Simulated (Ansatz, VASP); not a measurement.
## Ti in VASP and in Ansatz

```
CELL_PARAMETERS angstrom
2.93876 0.00000 0.00000
-1.46938 2.54504 0.00000
0.00000 0.00000 4.64926
ATOMIC_POSITIONS crystal
Ti 0.33333 0.66667 0.25000
Ti 0.66667 0.33333 0.75000
```

Alike in both runs: functional PBE; k mesh 18 × 18 × 10; occupations gaussian, width 0.1 eV; no spin polarisation.

Ansatz relaxed the structure, and its values are those at the end. VASP's run is a single point on that final structure, the one shown.

|  | VASP | Ansatz |
| --- | --- | --- |
| version | VASP 6.6.1 | Ansatz 0.2.0 |
| potentials or method | VASP PAW PBE potentials, release 64 (Ti_sv), cutoff 500 eV | scalar-relativistic, plane waves, PAW |
| valence electrons in the cell | 24 | 24 |

|  | VASP | Ansatz | Ansatz less VASP |
| --- | --- | --- | --- |
| gap on the k mesh at the Fermi level (eV) | none | none | - |
| pressure (GPa) | -0.3 | 0.0 | +0.26 |

A gap of «none» marks a metal or a gap that the smearing closes. With one functional, cell and mesh, what is left measures potentials, basis and numerics.
